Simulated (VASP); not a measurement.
# TiSi (Pnma) in VASP: notebook

The runs below take TiSi through single point, with PBEsol.

All numbers are computed with VASP 6.6.1; they aren't measurements. Logs are shortened: lines on timing, memory, paths and dates and some standing lists are left out, and cuts for length are marked.

### 1 The cell of the first run

Symmetry: Pnma, No. 62, orthorhombic system. Conventional cell: a = 6.452 Å, b = 3.622 Å, c = 4.964 Å, α = 90.00°, β = 90.00°, γ = 90.00°. Ti (site symmetry m) has 7 Si at 2.48 to 2.88 Å and 6 Ti at 3.13 to 3.20 Å within 3.3 Å. Within 3.1 Å of Si (site symmetry m) lie 2 Si at 2.33 Å and 7 Ti at 2.48 to 2.88 Å.

### 2 Single point, PBEsol (atoms displaced along a vibrational mode)

File INCAR:

```
SYSTEM = TiSi
ALGO = Fast
EDIFF = 1E-6
ENCUT = 520
GGA = PS
ISIF = 2
ISMEAR = 0
LASPH = .TRUE.
LCHARG = .FALSE.
LREAL = .FALSE.
LWAVE = .FALSE.
NBANDS = 42
NELM = 80
PREC = Accurate
SIGMA = 0.15
```

File KPOINTS:

```
k-points
0
G
  6 12 8
  0 0 0
```

File POSCAR:

```
TiSi
1.0
    6.4518128536      0.0000000000      0.0000000000
    0.0000000000      3.6224438911      0.0000000000
    0.0000000000      0.0000000000      4.9637974180
Ti Si
4 4
Direct
    0.6820751319      0.2500000000      0.3997946298
    0.3179248681      0.7500000000      0.6002053702
    0.8179248681      0.7500000000      0.8997946298
    0.1820751319      0.2500000000      0.1002053702
    0.5263273631      0.2500000000      0.8565057632
    0.4736726369      0.7500000000      0.1434942368
    0.9736726369      0.7500000000      0.3565057632
    0.0263273631      0.2500000000      0.6434942368
```

Potentials or basis: VASP PAW PBE potentials, release 64 (Ti_sv, Si).

Launch:

```
cat potpaw_PBE.64/Ti_sv/POTCAR potpaw_PBE.64/Si/POTCAR > POTCAR
mpirun -np 1 vasp_std > vasp.out
```

OUTCAR:

```text
SYSTEM = TiSi
   EDIFF = 1E-6
   ENCUT = 520
   GGA = PS
   ISIF = 2
   ISMEAR = 0
   LASPH = .TRUE.
   LREAL = .FALSE.
   NELM = 80
   PREC = Accurate

 ion  position               nearest neighbor table
   1  0.682  0.250  0.400-   5 2.48   8 2.53   6 2.59   6 2.59   7 2.62   7 2.62   5 2.88
   2  0.318  0.750  0.600-   6 2.48   7 2.53   5 2.59   5 2.59   8 2.62   8 2.62   6 2.88
   3  0.818  0.750  0.900-   7 2.48   6 2.53   8 2.59   8 2.59   5 2.62   5 2.62   7 2.88
   4  0.182  0.250  0.100-   8 2.48   5 2.53   7 2.59   7 2.59   6 2.62   6 2.62   8 2.88
   5  0.526  0.250  0.857-   6 2.33   6 2.33   1 2.48   4 2.53   2 2.59   2 2.59   3 2.62   3 2.62
                             1 2.88
   6  0.474  0.750  0.143-   5 2.33   5 2.33   2 2.48   3 2.53   1 2.59   1 2.59   4 2.62   4 2.62
                             2 2.88
   7  0.974  0.750  0.357-   8 2.33   8 2.33   3 2.48   2 2.53   4 2.59   4 2.59   1 2.62   1 2.62
                             3 2.88
   8  0.026  0.250  0.643-   7 2.33   7 2.33   4 2.48   1 2.53   3 2.59   3 2.59   2 2.62   2 2.62
                             4 2.88

  LATTYP: Found a simple orthorhombic cell.
 ALAT       =     3.6224438911
 B/A-ratio  =     1.3702896628
 C/A-ratio  =     1.7810663319

  Lattice vectors:

 A1 = (   0.0000000000,   3.6224438911,   0.0000000000)
 A2 = (   0.0000000000,   0.0000000000,   4.9637974180)
 A3 = (   6.4518128536,   0.0000000000,   0.0000000000)

Analysis of symmetry for initial positions (statically):
=====================================================================
 Subroutine PRICEL returns:
 Original cell was already a primitive cell.

 Routine SETGRP: Setting up the symmetry group for a
 simple orthorhombic supercell.

 Subroutine GETGRP returns: Found  8 space group operations
 (whereof  2 operations were pure point group operations)
 out of a pool of  8 trial point group operations.

The static configuration has the point symmetry S_2 .
 The point group associated with its full space group is D_2h.

Analysis of symmetry for dynamics (positions and initial velocities):
=====================================================================
 Subroutine PRICEL returns:
 Original cell was already a primitive cell.

 Routine SETGRP: Setting up the symmetry group for a
 simple orthorhombic supercell.

 Subroutine GETGRP returns: Found  8 space group operations
 (whereof  2 operations were pure point group operations)
 out of a pool of  8 trial point group operations.

The dynamic configuration has the point symmetry S_2 .
 The point group associated with its full space group is D_2h.

 Subroutine INISYM returns: Found  8 space group operations
[... 119 lines left out ...]
   PSTRESS=    0.0 pullay stress
   NELECT =      64.0000    total number of electrons
   NUPDOWN=      -1.0000    fix difference up-down
   EMIN   =  10.00;   EMAX   =-10.00  energy-range for DOS
   EFERMI =   0.00;   METHOD = LEGACY
   ISMEAR =     0;   SIGMA  =   0.15  broadening in eV -4-tet -1-fermi 0-gaus
   EFERMI_NEDOS =   21; number of points for ismear=-14 and -15
   IALGO  =     68    algorithm
   IMIX   =      4    mixing-type and parameters
     AMIX     =   0.40;   BMIX     =  1.00
     AMIX_MAG =   1.60;   BMIX_MAG =  1.00
  volume/ion in A,a.u.               =      14.50        97.86
  Fermi-wavevector in a.u.,A,eV,Ry     =   1.342669  2.537277 24.528043  1.802760
  Thomas-Fermi vector in A             =   2.470805
   LORBIT       =      0    0 simple, 1 ext, 2 COOP (PROOUT), +10 PAW based schemes
   GGA     = PS    functional components
   LHFCALC =     F    Hartree Fock is set to
   AEXX    =    0.0000 exact exchange contribution
   IVDW    =     0    specifies the selected vdW correction
   LEPSILON=     F    determine dielectric tensor
   LRPA    =     F    only Hartree local field effects (RPA)
 non-spin polarized calculation
 RMM-DIIS sequential band-by-band and
 Gauss-broadening in eV      SIGMA  =   0.15
  energy-cutoff  :      520.00
  volume of cell :      116.01
 maximum number of plane-waves:      3156
 NGX is ok and might be reduce to    48
   NGX = 23   NGY = 13   NGZ = 19

 number of electron      63.9999997 magnetization

 Free energy of the ion-electron system (eV)
  ---------------------------------------------------
  ext. energy  EPLUGINS =         0.00000000
  ---------------------------------------------------
  free energy    TOTEN  =       -62.45498067 eV

  energy without entropy =      -62.41911685  energy(sigma->0) =      -62.43704876

 E-fermi :   9.8947     XC(G=0): -11.8211

 val. band max:        9.8921002607   @ k =   0.0000   0.0000   0.3750
 cond. band min:       9.9054672368   @ k =   0.1667   0.3333   0.3750
 fundamental gap:      0.0133669762
 Fermi energy:         9.8947069673

 k-point     1 :       0.0000    0.0000    0.0000
  band No.  band energies     occupation
      1     -46.5918      2.00000
      2     -46.5699      2.00000
      3     -46.5594      2.00000
      4     -46.5452      2.00000
      5     -23.1034      2.00000
      6     -23.0978      2.00000
[... 1069 lines left out ...]
     41      12.9791      0.00000
     42      13.1006      0.00000

 [... further k-points ...]

------------------------ aborting loop because EDIFF is reached ----------------------------------------

  FORCE on cell =-STRESS in cart. coord.  units (eV):
  Direction    XX          YY          ZZ          XY          YZ          ZX
  --------------------------------------------------------------------------------------
  -------------------------------------------------------------------------------------
  Total        3.9916961     -1.1201358      3.0073236      0.0000000     -0.0000000      0.0000000
  in kB       55.1277886    -15.4697675     41.5329970      0.0000000     -0.0000000      0.0000000
  external PRESSURE =      27.0636727 kB  Pullay stress =       0.0000000 kB

 VOLUME and BASIS-vectors are now :
 -----------------------------------------------------------------------------
  energy-cutoff  :      520.00
  volume of cell :      116.01
      direct lattice vectors                 reciprocal lattice vectors
     6.451812854  0.000000000  0.000000000     0.154995196  0.000000000  0.000000000
     0.000000000  3.622443891  0.000000000     0.000000000  0.276056726  0.000000000
     0.000000000  0.000000000  4.963797418     0.000000000  0.000000000  0.201458665

 POSITION                                       TOTAL-FORCE (eV/Angst)
 -----------------------------------------------------------------------------------
      4.40062      0.90561      1.98450        -0.558289      0.000000     -1.602076
      2.05119      2.71683      2.97930         0.558289      0.000000      1.602076
      5.27710      2.71683      4.46640         0.558289     -0.000000     -1.602076
      1.17471      0.90561      0.49740        -0.558289      0.000000      1.602076
      3.39577      0.90561      4.25152         0.890877      0.000000     -0.413461
      3.05605      2.71683      0.71228        -0.890877      0.000000      0.413461
      6.28195      2.71683      1.76962        -0.890877      0.000000     -0.413461
      0.16986      0.90561      3.19418         0.890877     -0.000000      0.413461
 -----------------------------------------------------------------------------------
    total drift:                                0.000000     -0.000000     -0.000000

  FREE ENERGIE OF THE ION-ELECTRON SYSTEM (eV)
  ---------------------------------------------------
  free  energy   TOTEN  =       -62.4549806735 eV

  energy  without entropy=      -62.4191168512  energy(sigma->0) =      -62.43704876
```

OSZICAR:

```text
N       E                     dE             d eps       ncg     rms          rms(c)
DAV:   1     0.780855037161E+03    0.78086E+03   -0.30370E+04 11768   0.173E+03
DAV:   2     0.340546062476E+02   -0.74680E+03   -0.72373E+03 11768   0.534E+02
DAV:   3    -0.602719314126E+02   -0.94327E+02   -0.90910E+02 18024   0.165E+02
[... 37 lines left out ...]
RMM:  41    -0.624549769035E+02   -0.14284E-05   -0.17397E-05 14685   0.129E-02    0.278E-03
RMM:  42    -0.624549781235E+02   -0.12200E-05   -0.14739E-05 13913   0.119E-02    0.279E-03
RMM:  43    -0.624549791151E+02   -0.99160E-06   -0.12363E-05 13878   0.113E-02    0.286E-03
RMM:  44    -0.624549799651E+02   -0.84998E-06   -0.10521E-05 12917   0.106E-02    0.291E-03
RMM:  45    -0.624549806735E+02   -0.70844E-06   -0.91020E-06 13456   0.102E-02
   1 F= -.62454981E+02 E0= -.62437049E+02  d E =-.358638E-01
```

Wall time 52 min (1 thread of Oxide Virtual Turin-like, shared host); peak memory 0.56 GiB.

What came out:

```
Free energy            : -62.4550 eV
Pressure               : 2.7 GPa
Largest force          : 1.697 eV/Å
Band gap on the k mesh : zero (bands 32 and 33 overlap by 0.31 eV)
```

Forces in eV/Å, atoms in the order of the input:
```
Ti  -0.558  0.000 -1.602
Ti   0.558  0.000  1.602
Ti   0.558  0.000 -1.602
Ti  -0.558  0.000  1.602
Si   0.891  0.000 -0.413
Si  -0.891  0.000  0.413
Si  -0.891  0.000 -0.413
Si   0.891  0.000  0.413
```

Caveat: the cell differs from its parent crystal (atoms displaced along a vibrational mode); the stress differs along the axes, from -2 to 6 GPa; the PAW data sets were made with another functional, which shifts forces and pressure a little.

### 3 Single point, PBEsol (atoms displaced along a vibrational mode)

File INCAR:

```
SYSTEM = TiSi
PREC = Accurate
ENCUT = 520
EDIFF = 1E-6
ISMEAR = 0
SIGMA = 0.15
LREAL = .False.
LASPH = .True.
NELM = 100
ALGO = Fast
ISIF = 2
LWAVE = .False.
LCHARG = .False.
GGA = PS
NBANDS = 42
```

File KPOINTS:

```
regular mesh
0
Gamma
  6 12 8
  0 0 0
```

File POSCAR:

```
TiSi
1.0
    6.4518128536      0.0000000000      0.0000000000
    0.0000000000      3.6224438911      0.0000000000
    0.0000000000      0.0000000000      4.9637974180
Ti Si
4 4
Direct
    0.6731308548      0.2500000000      0.3559826154
    0.3268691452      0.7500000000      0.6440173846
    0.8268691452      0.7500000000      0.8559826154
    0.1731308548      0.2500000000      0.1440173846
    0.5530180142      0.2500000000      0.8521879800
    0.4469819858      0.7500000000      0.1478120200
    0.9469819858      0.7500000000      0.3521879800
    0.0530180142      0.2500000000      0.6478120200
```

Potentials or basis: VASP PAW PBE potentials, release 64 (Ti_sv, Si).

Launch:

```
cat potpaw_PBE.64/Ti_sv/POTCAR potpaw_PBE.64/Si/POTCAR > POTCAR
mpirun -np 1 vasp_std > vasp.out
```

It took 54 min on 1 thread of Oxide Virtual Turin-like, shared host; peak memory 0.56 GiB.

The run converged. Its results:

* Free energy: -62.9894 eV
* Pressure: 0.7 GPa
* Largest force: 0.892 eV/Å
* Band gap on the k mesh: zero (bands 32 and 33 overlap by 0.38 eV)

Forces on the atoms (eV/Å):
```
Ti   0.201  0.000  0.869
Ti  -0.201  0.000 -0.869
Ti  -0.201  0.000  0.869
Ti   0.201  0.000 -0.869
Si  -0.374  0.000 -0.051
Si   0.374  0.000  0.051
Si   0.374  0.000 -0.051
Si  -0.374  0.000  0.051
```

Stress tensor (GPa, compression positive):
```
0.08 0.00 0.00
0.00 1.46 0.00
0.00 0.00 0.51
```

Levels at points of the mesh, in eV from the Fermi level:
| k point | band 30 | band 31 | band 32 | band 33 | band 34 | band 35 |
| --- | --- | --- | --- | --- | --- | --- |
| (0.00, 0.00, 0.00) | -0.56 | -0.38 | -0.26 | 0.25 | 0.52 | 0.65 |
| (0.50, 0.00, 0.00) | -0.74 | -0.46 | -0.46 | 0.44 | 0.44 | 0.57 |
| (0.00, 0.50, 0.00) | -1.67 | -1.62 | -1.62 | 1.54 | 1.54 | 1.62 |
| (0.50, 0.50, 0.00) | -1.71 | -1.71 | -1.71 | 1.67 | 1.67 | 1.67 |
| (0.00, 0.00, 0.50) | -0.88 | -0.33 | -0.33 | 0.52 | 0.52 | 0.69 |
| (0.50, 0.00, 0.50) | -0.95 | -0.73 | -0.73 | 0.44 | 0.44 | 0.78 |
| (0.00, 0.50, 0.50) | -0.66 | -0.42 | -0.42 | 0.17 | 0.17 | 0.66 |
| (0.50, 0.50, 0.50) | -1.37 | -1.37 | -1.37 | 1.32 | 1.32 | 1.32 |

Caveat: the cell differs from its parent crystal (atoms displaced along a vibrational mode); the PAW data sets were made with another functional, which shifts forces and pressure a little.
